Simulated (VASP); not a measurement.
# GaN (F-43m) in VASP: further runs

Aim: see how the results for GaN move with the level of theory and the settings. Levels: BLYP+D3(BJ), BLYP+D4. Tasks: single point.

Everything below comes from runs of VASP 6.6.1. Logs are shortened: lines on timing, memory, paths and dates and some standing lists are left out, and cuts for length are marked.

## Step 1: The cell of the first run

Symmetry: F-43m, No. 216, cubic system. Conventional cell: a = 4.477 Å, b = 4.477 Å, c = 4.477 Å, α = 90.00°, β = 90.00°, γ = 90.00°. Ga (site symmetry -43m) has 4 N at 1.94 Å within 2.6 Å. N (site symmetry -43m) has 4 Ga at 1.94 Å within 2.6 Å.

## Step 2: Single point, BLYP+D3(BJ)

INCAR

```
PREC = Accurate
ENCUT = 520
EDIFF = 1E-6
ISMEAR = -1
SIGMA = 0.05
LREAL = F
LASPH = T
NELM = 60
ALGO = Normal
ISIF = 2
LWAVE = F
LCHARG = F
GGA = B5
ALDAX = 1.0
AGGAX = 1.0
AGGAC = 1.0
ALDAC = 0.0
IVDW = 12
VDW_S6 = 1.0
VDW_S8 = 2.6996
VDW_A1 = 0.4298
VDW_A2 = 4.2359
NBANDS = 16
```

KPOINTS

```
regular mesh
0
Gamma
  10 10 10
```

POSCAR

```
GaN
1.0
    0.0000000000      2.2383759866      2.2383759866
    2.2383759866      0.0000000000      2.2383759866
    2.2383759866      2.2383759866      0.0000000000
Ga N
1 1
Direct
    0.0000000000      0.0000000000      0.0000000000
    0.2500000000      0.2500000000      0.2500000000
```

Potentials or basis: VASP PAW PBE potentials, release 64 (Ga_d, N).

On the command line:

```console
cat potpaw_PBE.64/Ga_d/POTCAR potpaw_PBE.64/N/POTCAR > POTCAR
mpirun -np 1 vasp_std > vasp.out
```

OUTCAR:

```text
PREC = Accurate
   ENCUT = 520
   EDIFF = 1E-6
   ISMEAR = -1
   LREAL = F
   LASPH = T
   NELM = 60
   ISIF = 2
   GGA = B5
   IVDW = 12
 IVDW          = 12

 ion  position               nearest neighbor table
   1  0.000  0.000  0.000-   2 1.94   2 1.94   2 1.94   2 1.94
   2  0.250  0.250  0.250-   1 1.94   1 1.94   1 1.94   1 1.94

  LATTYP: Found a face centered cubic cell.
 ALAT       =     4.4767519732

  Lattice vectors:

 A1 = (   0.0000000000,   2.2383759866,   2.2383759866)
 A2 = (   2.2383759866,   0.0000000000,   2.2383759866)
 A3 = (   2.2383759866,   2.2383759866,   0.0000000000)

Analysis of symmetry for initial positions (statically):
=====================================================================
 Subroutine PRICEL returns:
 Original cell was already a primitive cell.

 Routine SETGRP: Setting up the symmetry group for a
 face centered cubic supercell.

 Subroutine GETGRP returns: Found 24 space group operations
 (whereof 24 operations were pure point group operations)
 out of a pool of 48 trial point group operations.

The static configuration has the point symmetry T_d .

Analysis of symmetry for dynamics (positions and initial velocities):
=====================================================================
 Subroutine PRICEL returns:
 Original cell was already a primitive cell.

 Routine SETGRP: Setting up the symmetry group for a
 face centered cubic supercell.

 Subroutine GETGRP returns: Found 24 space group operations
 (whereof 24 operations were pure point group operations)
 out of a pool of 48 trial point group operations.

The dynamic configuration has the point symmetry T_d .

 Subroutine INISYM returns: Found 24 space group operations
 (whereof 24 operations are pure point group operations),
 and found     1 'primitive' translations

----------------------------------------------------------------------------------------

                                     Primitive cell

  volume of cell :      22.4300

  direct lattice vectors                    reciprocal lattice vectors
     0.000000000  2.238375987  2.238375987    -0.223376235  0.223376235  0.223376235
     2.238375987  0.000000000  2.238375987     0.223376235 -0.223376235  0.223376235
     2.238375987  2.238375987  0.000000000     0.223376235  0.223376235 -0.223376235

  length of vectors
     3.165541678  3.165541678  3.165541678     0.386898988  0.386898988  0.386898988

  position of ions in fractional coordinates (direct lattice)
     0.000000000  0.000000000  0.000000000
[... 77 lines left out ...]
   NELM   =     60;   NELMIN=  2; NELMDL= -5     # of ELM steps
   EDIFF  = 0.1E-05   stopping-criterion for ELM
   LREAL  =      F    real-space projection
   EDIFFG = 0.1E-04   stopping-criterion for IOM
   NSW    =      0    number of steps for IOM
   IBRION =     -1    ionic relax: 0-MD 1-quasi-New 2-CG
   NFREE  =      0    steps in history (QN), initial steepest desc. (CG)
   ISIF   =      2    stress and relaxation
   ISYM   =      2    0-nonsym 1-usesym 2-fastsym
   POTIM  = 0.5000    time-step for ionic-motion
   TEBEG  =    0.0;   TEEND  =   0.0 temperature during run
   PSTRESS=    0.0 pullay stress
   NELECT =      18.0000    total number of electrons
   NUPDOWN=      -1.0000    fix difference up-down
   EMIN   =  10.00;   EMAX   =-10.00  energy-range for DOS
   EFERMI =   0.00;   METHOD = LEGACY
   ISMEAR =    -1;   SIGMA  =   0.05  broadening in eV -4-tet -1-fermi 0-gaus
   EFERMI_NEDOS =   21; number of points for ismear=-14 and -15
   IALGO  =     38    algorithm
   IMIX   =      4    mixing-type and parameters
     AMIX     =   0.40;   BMIX     =  1.00
     AMIX_MAG =   1.60;   BMIX_MAG =  1.00
  volume/ion in A,a.u.               =      11.21        75.68
  Fermi-wavevector in a.u.,A,eV,Ry     =   1.521327  2.874892 31.489820  2.314436
  Thomas-Fermi vector in A             =   2.630057
   LORBIT       =      0    0 simple, 1 ext, 2 COOP (PROOUT), +10 PAW based schemes
   GGA     = B5    functional components
   LHFCALC =     F    Hartree Fock is set to
   AEXX    =    0.0000 exact exchange contribution
   IVDW    =    12    specifies the selected vdW correction
   LEPSILON=     F    determine dielectric tensor
   LRPA    =     F    only Hartree local field effects (RPA)
 non-spin polarized calculation
  energy-cutoff  :      520.00
  volume of cell :       22.43
 maximum number of plane-waves:       620
   NGX = 11   NGY = 11   NGZ = 11

 number of electron      18.0000015 magnetization

 Free energy of the ion-electron system (eV)
  ---------------------------------------------------
  ext. energy  EPLUGINS =         0.00000000
  ---------------------------------------------------
  free energy    TOTEN  =       -10.91986339 eV

  energy without entropy =      -10.91986339  energy(sigma->0) =      -10.91986339

 E-fermi :   6.8979     XC(G=0): -11.2097

 val. band max:        5.9056250557   @ k =   0.0000   0.0000   0.0000
 cond. band min:       7.8514520484   @ k =   0.0000   0.0000   0.0000
 fundamental gap:      1.9458269927
 Fermi energy:         6.8978710396

 k-point     1 :       0.0000    0.0000    0.0000
  band No.  band energies     occupation
      1     -10.1141      2.00000
      2      -7.6577      2.00000
      3      -7.6577      2.00000
      4      -7.6577      2.00000
      5      -7.3232      2.00000
      6      -7.3232      2.00000
[... 433 lines left out ...]
      3      -7.4229      2.00000
      4      -7.4224      2.00000
      5      -7.2599      2.00000
      6      -6.3510      2.00000
[... 8 lines left out ...]
     15      28.6837      0.00000
     16      28.7481      0.00000

 [... further k-points ...]

------------------------ aborting loop because EDIFF is reached ----------------------------------------

 Edisp (eV)   -1.14417

 E8    (eV) :    -0.8124

  FORCE on cell =-STRESS in cart. coord.  units (eV):
  Direction    XX          YY          ZZ          XY          YZ          ZX
  --------------------------------------------------------------------------------------
  -------------------------------------------------------------------------------------
  Total       1.10466     1.10466     1.10466    -0.00000     0.00000     0.00000
  in kB      78.90613    78.90613    78.90613    -0.00000     0.00000     0.00000
  external pressure =       78.91 kB  Pullay stress =        0.00 kB

 VOLUME and BASIS-vectors are now :
 -----------------------------------------------------------------------------
  energy-cutoff  :      520.00
  volume of cell :       22.43
      direct lattice vectors                 reciprocal lattice vectors
     0.000000000  2.238375987  2.238375987    -0.223376235  0.223376235  0.223376235
     2.238375987  0.000000000  2.238375987     0.223376235 -0.223376235  0.223376235
     2.238375987  2.238375987  0.000000000     0.223376235  0.223376235 -0.223376235

 POSITION                                       TOTAL-FORCE (eV/Angst)
 -----------------------------------------------------------------------------------
      0.00000      0.00000      0.00000        -0.000000     -0.000000      0.000000
      1.11919      1.11919      1.11919         0.000000      0.000000     -0.000000
 -----------------------------------------------------------------------------------
    total drift:                                0.000004      0.000004      0.000004

  FREE ENERGIE OF THE ION-ELECTRON SYSTEM (eV)
  ---------------------------------------------------
  free  energy   TOTEN  =       -12.0640320417 eV

  energy  without entropy=      -12.0640320417  energy(sigma->0) =      -12.06403204
```

Wall time 14 s (1 thread of Intel Xeon 6975P-C, shared host); peak memory 0.15 GiB.

What came out:

* Free energy: -12.0640 eV
* Pressure: 7.9 GPa
* Band gap on the k mesh: 1.95 eV, direct
* Dispersion energy per atom: -0.572 eV

Levels at points of the mesh, in eV from the valence-band top:
```
           k point  band 7  band 8  band 9  band 10  band 11  band 12
(0.00, 0.00, 0.00)    0.00    0.00    0.00     1.95    10.44    10.44
(0.50, 0.00, 0.00)   -7.09   -0.99   -0.99     4.81     8.97    10.54
(0.50, 0.50, 0.00)   -6.18   -2.74   -2.74     3.61     6.81    11.98
```

Caveat: the PAW data sets were made with another functional, which shifts forces and pressure a little.

## Step 3: Single point, BLYP+D4

This run uses another cell than the first one, of 11.39 Å³/atom, 1.015 times its volume.

INCAR

```
PREC = Accurate
ENCUT = 520
EDIFF = 1E-6
ISMEAR = -1
SIGMA = 0.05
LREAL = F
LASPH = T
NELM = 60
ALGO = Normal
ISIF = 2
LWAVE = F
LCHARG = T
GGA = B5
ALDAX = 1.0
AGGAX = 1.0
AGGAC = 1.0
ALDAC = 0.0
IVDW = 13
VDW_S6 = 1.0
VDW_S8 = 2.34076671
VDW_A1 = 0.44488865
VDW_A2 = 4.0933009
LELF = T
LVHAR = T
NBANDS = 16
```

KPOINTS

```
Automatic mesh
0
Gamma
  10 10 10
```

POSCAR

```
GaN
1.0
    0.0000000000      2.2497573733      2.2497573733
    2.2497573733      0.0000000000      2.2497573733
    2.2497573733      2.2497573733      0.0000000000
Ga N
1 1
Direct
    0.0000000000      0.0000000000      0.0000000000
    0.2500000000      0.2500000000      0.2500000000
```

Potentials or basis: VASP PAW PBE potentials, release 64 (Ga_d, N).

On the command line:

```console
cat potpaw_PBE.64/Ga_d/POTCAR potpaw_PBE.64/N/POTCAR > POTCAR
mpirun -np 1 vasp_std > vasp.out
```

Run time: 26 s. Hardware: 1 thread of Intel Xeon 8259CL, shared host; peak memory 0.14 GiB.

It converged, with:

- Free energy: -12.4889 eV
- Pressure: 1.5 GPa
- Band gap on the k mesh: 1.84 eV, direct
- Dispersion energy per atom: -0.769 eV

Levels at points of the mesh, in eV from the valence-band top:
```tsv
k point	band 6	band 7	band 8	band 9	band 10	band 11	band 12	band 13
(0.00, 0.00, 0.00)	-13.23	0.00	0.00	0.00	1.84	10.34	10.34	10.34
(0.50, 0.00, 0.00)	-11.92	-6.99	-0.97	-0.97	4.71	8.89	10.46	10.46
(0.50, 0.50, 0.00)	-11.47	-6.12	-2.69	-2.69	3.60	6.72	11.88	13.98
```

Caveat: the PAW data sets were made with another functional, which shifts forces and pressure a little.
